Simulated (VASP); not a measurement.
# MnOsC4N4 (P-43m) in VASP: a series of runs

MnOsC4N4 is run at these levels: PBE; tasks: single point.

Program: VASP 6.6.1. These are calculated values, not measurements. Logs are shortened: lines on timing, memory, paths and dates and some standing lists are left out, and cuts for length are marked.

**1. The cell of the first run**

It takes space group P-43m (No. 215, cubic). The conventional cell has a = 5.638 Å, b = 5.638 Å, c = 5.638 Å, α = 90.00°, β = 90.00°, γ = 90.00°. Within 2.4 Å of Mn (site symmetry -43m) lie 4 C at 1.80 Å. Os (site symmetry -43m) has 4 N at 1.87 Å within 2.5 Å. Within 1.6 Å of C (site symmetry 3m) lie 1 N at 1.21 Å. N (site symmetry 3m) has 1 C at 1.21 Å within 1.6 Å.

**2. Single point, PBE**

The input, INCAR:

```
PREC = Accurate ; ENCUT = 520
EDIFF = 1E-7 ; ISMEAR = 0
SIGMA = 0.1 ; LREAL = False
LASPH = True ; NELM = 60
ALGO = Normal ; ISIF = 2
LWAVE = False ; LCHARG = False
GGA = PE ; NBANDS = 40
```

The input, KPOINTS:

```
Automatic mesh
0
Gamma
  8 8 8
```

The input, POSCAR:

```
MnOsC4N4
1.0
    5.6379286590      0.0000000000      0.0000000000
    0.0000000000      5.6379286590      0.0000000000
    0.0000000000      0.0000000000      5.6379286590
Mn Os C N
1 1 4 4
Direct
    0.0000000000      0.0000000000      0.0000000000
    0.5000000000      0.5000000000      0.5000000000
    0.1842497689      0.1842497689      0.1842497689
    0.1842497689      0.8157502311      0.8157502311
    0.8157502311      0.1842497689      0.8157502311
    0.8157502311      0.8157502311      0.1842497689
    0.3084533752      0.3084533752      0.3084533752
    0.3084533752      0.6915466248      0.6915466248
    0.6915466248      0.3084533752      0.6915466248
    0.6915466248      0.6915466248      0.3084533752
```

Potentials or basis: VASP PAW PBE potentials, release 64 (Mn_pv, Os, C, N).

Launch:

```
$ cat potpaw_PBE.64/Mn_pv/POTCAR potpaw_PBE.64/Os/POTCAR potpaw_PBE.64/C/POTCAR potpaw_PBE.64/N/POTCAR > POTCAR
$ mpirun -np 1 vasp_std > vasp.out
```

OUTCAR:

```text
PREC = Accurate
   ENCUT = 520
   EDIFF = 1E-7
   ISMEAR = 0
   LREAL = False
   LASPH = True
   NELM = 60
   ISIF = 2
   GGA = PE

 ion  position               nearest neighbor table
   1  0.000  0.000  0.000-   3 1.80   4 1.80   5 1.80   6 1.80
   2  0.500  0.500  0.500-   7 1.87   8 1.87   9 1.87  10 1.87
   3  0.184  0.184  0.184-   7 1.21   1 1.80
   4  0.184  0.816  0.816-   8 1.21   1 1.80
   5  0.816  0.184  0.816-   9 1.21   1 1.80
   6  0.816  0.816  0.184-  10 1.21   1 1.80
   7  0.308  0.308  0.308-   3 1.21   2 1.87
   8  0.308  0.692  0.692-   4 1.21   2 1.87
   9  0.692  0.308  0.692-   5 1.21   2 1.87
  10  0.692  0.692  0.308-   6 1.21   2 1.87

  LATTYP: Found a simple cubic cell.
 ALAT       =     5.6379286590

  Lattice vectors:

 A1 = (   5.6379286590,   0.0000000000,   0.0000000000)
 A2 = (   0.0000000000,   5.6379286590,   0.0000000000)
 A3 = (   0.0000000000,   0.0000000000,   5.6379286590)

Analysis of symmetry for initial positions (statically):
=====================================================================
 Subroutine PRICEL returns:
 Original cell was already a primitive cell.

 Routine SETGRP: Setting up the symmetry group for a
 simple cubic supercell.

 Subroutine GETGRP returns: Found 24 space group operations
 (whereof 24 operations were pure point group operations)
 out of a pool of 48 trial point group operations.

The static configuration has the point symmetry T_d .

Analysis of symmetry for dynamics (positions and initial velocities):
=====================================================================
 Subroutine PRICEL returns:
 Original cell was already a primitive cell.

 Routine SETGRP: Setting up the symmetry group for a
 simple cubic supercell.

 Subroutine GETGRP returns: Found 24 space group operations
 (whereof 24 operations were pure point group operations)
 out of a pool of 48 trial point group operations.

The dynamic configuration has the point symmetry T_d .

 Subroutine INISYM returns: Found 24 space group operations
 (whereof 24 operations are pure point group operations),
 and found     1 'primitive' translations

----------------------------------------------------------------------------------------

                                     Primitive cell

  volume of cell :     179.2086

  direct lattice vectors                    reciprocal lattice vectors
     5.637928659  0.000000000  0.000000000     0.177370105  0.000000000  0.000000000
     0.000000000  5.637928659  0.000000000     0.000000000  0.177370105  0.000000000
     0.000000000  0.000000000  5.637928659     0.000000000  0.000000000  0.177370105

  length of vectors
     5.637928659  5.637928659  5.637928659     0.177370105  0.177370105  0.177370105

  position of ions in fractional coordinates (direct lattice)
     0.000000000  0.000000000  0.000000000
     0.500000000  0.500000000  0.500000000
     0.184249769  0.184249769  0.184249769
     0.184249769  0.815750231  0.815750231
     0.815750231  0.184249769  0.815750231
     0.815750231  0.815750231  0.184249769
     0.308453375  0.308453375  0.308453375
     0.308453375  0.691546625  0.691546625
     0.691546625  0.308453375  0.691546625
     0.691546625  0.691546625  0.308453375

  ion indices of the primitive-cell ions
   primitive index   ion index
                 1           1
                 2           2
                 3           3
                 4           4
                 5           5
                 6           6
                 7           7
                 8           8
                 9           9
                10          10

----------------------------------------------------------------------------------------

 KPOINTS: Automatic mesh

Automatic generation of k-mesh.
 Grid dimensions read from file:
 generate k-points for:    8    8    8

 Generating k-lattice:

  Cartesian coordinates                     Fractional coordinates (reciprocal lattice)
     0.022171263  0.000000000  0.000000000     0.125000000  0.000000000  0.000000000
     0.000000000  0.022171263  0.000000000     0.000000000  0.125000000  0.000000000
     0.000000000  0.000000000  0.022171263     0.000000000  0.000000000  0.125000000

  Length of vectors
     0.022171263  0.022171263  0.022171263

  Shift w.r.t. Gamma in fractional coordinates (k-lattice)
     0.000000000  0.000000000  0.000000000

 Subroutine IBZKPT returns following result:
 ===========================================

 Found     35 irreducible k-points:

 Following reciprocal coordinates:
            Coordinates               Weight
  0.000000  0.000000  0.000000      1.000000
  0.125000  0.000000  0.000000      6.000000
  0.250000  0.000000  0.000000      6.000000
  0.375000  0.000000  0.000000      6.000000
  0.500000  0.000000  0.000000      3.000000
  0.125000  0.125000  0.000000     12.000000
[... 16 lines left out ...]
  0.375000  0.375000  0.125000     24.000000
  0.500000  0.375000  0.125000     24.000000
 [... further k-points ...]
   k-points           NKPTS =     35   k-points in BZ     NKDIM =     35   number of bands    NBANDS=     40
   number of dos      NEDOS =    301   number of ions     NIONS =     10
   total plane-waves  NPLWV =  74088
   dimension x,y,z NGX =    42 NGY =   42 NGZ =   42
   dimension x,y,z NGXF=    84 NGYF=   84 NGZF=   84
   ions per type =               1   1   4   4
   NGX,Y,Z   is equivalent  to a cutoff of  12.38, 12.38, 12.38 a.u.
   NGXF,Y,Z  is equivalent  to a cutoff of  24.77, 24.77, 24.77 a.u.
 SYSTEM =  unknown system
   PREC   = accura    normal or accurate (medium, high low for compatibility)
   ISTART =      0    job   : 0-new  1-cont  2-samecut
   ICHARG =      2    charge: 1-file 2-atom 10-const
   ISPIN  =      1    spin polarized calculation?
   LNONCOLLINEAR =      F non collinear calculations
   LSORBIT =      F    spin-orbit coupling
   LASPH  =      T    aspherical Exc in radial PAW
   ENCUT  =  520.0 eV  38.22 Ry    6.18 a.u.  10.48 10.48 10.48*2*pi/ulx,y,z
   NELM   =     60;   NELMIN=  2; NELMDL= -5     # of ELM steps
   EDIFF  = 0.1E-06   stopping-criterion for ELM
   LREAL  =      F    real-space projection
   EDIFFG = 0.1E-05   stopping-criterion for IOM
   NSW    =      0    number of steps for IOM
   IBRION =     -1    ionic relax: 0-MD 1-quasi-New 2-CG
   NFREE  =      0    steps in history (QN), initial steepest desc. (CG)
   ISIF   =      2    stress and relaxation
   ISYM   =      2    0-nonsym 1-usesym 2-fastsym
   POTIM  = 0.5000    time-step for ionic-motion
   TEBEG  =    0.0;   TEEND  =   0.0 temperature during run
   PSTRESS=    0.0 pullay stress
   NELECT =      57.0000    total number of electrons
   NUPDOWN=      -1.0000    fix difference up-down
   EMIN   =  10.00;   EMAX   =-10.00  energy-range for DOS
   EFERMI =   0.00;   METHOD = LEGACY
   ISMEAR =     0;   SIGMA  =   0.10  broadening in eV -4-tet -1-fermi 0-gaus
   EFERMI_NEDOS =   21; number of points for ismear=-14 and -15
   IALGO  =     38    algorithm
   IMIX   =      4    mixing-type and parameters
     AMIX     =   0.40;   BMIX     =  1.00
     AMIX_MAG =   1.60;   BMIX_MAG =  1.00
  volume/ion in A,a.u.               =      17.92       120.94
  Fermi-wavevector in a.u.,A,eV,Ry     =   1.117498  2.111766 16.990989  1.248802
  Thomas-Fermi vector in A             =   2.254122
   LORBIT       =      0    0 simple, 1 ext, 2 COOP (PROOUT), +10 PAW based schemes
   GGA     = PE    functional components
   LHFCALC =     F    Hartree Fock is set to
   AEXX    =    0.0000 exact exchange contribution
   IVDW    =     0    specifies the selected vdW correction
   LEPSILON=     F    determine dielectric tensor
   LRPA    =     F    only Hartree local field effects (RPA)
 non-spin polarized calculation
 Gauss-broadening in eV      SIGMA  =   0.10
  energy-cutoff  :      520.00
  volume of cell :      179.21
 maximum number of plane-waves:      4849
 NGX is ok and might be reduce to    42
   NGX = 21   NGY = 21   NGZ = 21

 number of electron      57.0000028 magnetization

 Free energy of the ion-electron system (eV)
  ---------------------------------------------------
  ext. energy  EPLUGINS =         0.00000000
  ---------------------------------------------------
  free energy    TOTEN  =       -83.82449037 eV

  energy without entropy =      -83.80570271  energy(sigma->0) =      -83.81509654

 E-fermi :   0.4761     XC(G=0):  -7.9782

 val. band max:        0.4458973144   @ k =   0.1250   0.0000   0.0000
 cond. band min:       0.5022292849   @ k =   0.1250   0.1250   0.0000
 fundamental gap:      0.0563319705
 Fermi energy:         0.4760640581

 k-point     1 :       0.0000    0.0000    0.0000
  band No.  band energies     occupation
      1     -47.7110      2.00000
      2     -47.7110      2.00000
      3     -47.7110      2.00000
      4     -18.1044      2.00000
      5     -17.8625      2.00000
      6     -17.8625      2.00000
[... 32 lines left out ...]
     39       5.6656      0.00000
     40       5.7544      0.00000

 k-point     2 :       0.1250    0.0000    0.0000
  band No.  band energies     occupation
      1     -47.7110      2.00000
      2     -47.7110      2.00000
      3     -47.7110      2.00000
      4     -18.0980      2.00000
      5     -17.8691      2.00000
      6     -17.8626      2.00000
[... 935 lines left out ...]
     39       5.4221      0.00000
     40       5.6310      0.00000

 k-point    24 :       0.5000    0.3750    0.1250
  band No.  band energies     occupation
      1     -47.7110      2.00000
      2     -47.7110      2.00000
      3     -47.7110      2.00000
      4     -18.0250      2.00000
      5     -17.9005      2.00000
      6     -17.8845      2.00000
[... 32 lines left out ...]
     39       5.4262      0.00000
     40       5.5861      0.00000

 [... further k-points ...]

------------------------ aborting loop because EDIFF is reached ----------------------------------------

  FORCE on cell =-STRESS in cart. coord.  units (eV):
  Direction    XX          YY          ZZ          XY          YZ          ZX
  --------------------------------------------------------------------------------------
  -------------------------------------------------------------------------------------
  Total        0.7122944      0.7122944      0.7122944     -0.0000000      0.0000000     -0.0000000
  in kB        6.3681222      6.3681222      6.3681222     -0.0000000      0.0000000     -0.0000000
  external PRESSURE =       6.3681222 kB  Pullay stress =       0.0000000 kB

 VOLUME and BASIS-vectors are now :
 -----------------------------------------------------------------------------
  energy-cutoff  :      520.00
  volume of cell :      179.21
      direct lattice vectors                 reciprocal lattice vectors
     5.637928659  0.000000000  0.000000000     0.177370105  0.000000000  0.000000000
     0.000000000  5.637928659  0.000000000     0.000000000  0.177370105  0.000000000
     0.000000000  0.000000000  5.637928659     0.000000000  0.000000000  0.177370105

 POSITION                                       TOTAL-FORCE (eV/Angst)
 -----------------------------------------------------------------------------------
      0.00000      0.00000      0.00000         0.000000     -0.000000     -0.000000
      2.81896      2.81896      2.81896         0.000000     -0.000000     -0.000000
      1.03879      1.03879      1.03879        -0.069059     -0.069059     -0.069059
      1.03879      4.59914      4.59914        -0.069059      0.069059      0.069059
      4.59914      1.03879      4.59914         0.069059     -0.069059      0.069059
      4.59914      4.59914      1.03879         0.069059      0.069059     -0.069059
      1.73904      1.73904      1.73904        -0.063173     -0.063173     -0.063173
      1.73904      3.89889      3.89889        -0.063173      0.063173      0.063173
      3.89889      1.73904      3.89889         0.063173     -0.063173      0.063173
      3.89889      3.89889      1.73904         0.063173      0.063173     -0.063173
 -----------------------------------------------------------------------------------
    total drift:                                0.000000      0.000000     -0.000000

  FREE ENERGIE OF THE ION-ELECTRON SYSTEM (eV)
  ---------------------------------------------------
  free  energy   TOTEN  =       -83.8244903719 eV

  energy  without entropy=      -83.8057027112  energy(sigma->0) =      -83.81509654
```

Run time: 8 min. Hardware: 1 thread of Intel Xeon Platinum 8488C (Sapphire Rapids), shared host; peak memory 0.41 GiB.

Results:

- Free energy: -83.8245 eV
- Pressure: 0.6 GPa
- Largest force: 0.120 eV/Å
- Band gap on the k mesh: zero (an odd number of electrons rules out a gap without spin polarisation)

Forces on the atoms (eV/Å):
```
Mn   0.000  0.000  0.000
Os   0.000  0.000  0.000
C   -0.069 -0.069 -0.069
C   -0.069  0.069  0.069
C    0.069 -0.069  0.069
C    0.069  0.069 -0.069
N   -0.063 -0.063 -0.063
N   -0.063  0.063  0.063
N    0.063 -0.063  0.063
N    0.063  0.063 -0.063
```

Caveat: spin-orbit coupling is left out, which moves the levels of the heavy elements; the run has no spin polarisation, though such a crystal can be magnetic. With open d or f shells a metallic result of PBE can be an artefact of self-interaction; +U or a hybrid may open a gap.

(Continued in part 2 of 2.)

The gap in the log of VASP goes by the Fermi energy; the results here count the filled bands.